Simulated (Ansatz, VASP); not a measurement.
**TePb: VASP beside Ansatz**

```
CELL_PARAMETERS angstrom
4.00539 0.00000 0.00000
0.00000 4.12556 0.00000
0.00000 0.00000 4.00539
ATOMIC_POSITIONS crystal
Pb 0.00000 0.00000 0.00000
Te 0.50000 0.50000 0.50000
```

Change from the starting cell: strain e2 = +0.03, atoms carried along.

Alike in both runs: task single point; functional PBE; k mesh 8 × 8 × 8; occupations gaussian, width 0.05 eV; no spin polarisation.

```csv
,VASP,Ansatz
version,VASP 6.6.1,Ansatz 0.2.0
potentials or method,"VASP PAW PBE potentials, release 64 (Pb_d, Te), cutoff 520 eV","scalar-relativistic, plane waves, PAW"
valence electrons in the cell,20,30
```

```csv
,VASP,Ansatz,Ansatz less VASP
gap on the k mesh at the Fermi level (eV),none,none,-
pressure (GPa),-1.3,-1.2,+0.05
"traceless stress, the component that is largest in VASP (GPa)",-0.49,-0.49,0.000
```

A gap of «none» marks a metal or a gap that the smearing closes. VASP's potentials hold 20 valence electrons a cell and Ansatz's 30, so a difference there can come from the potentials and not from the codes.

Neither program's run includes spin-orbit coupling.
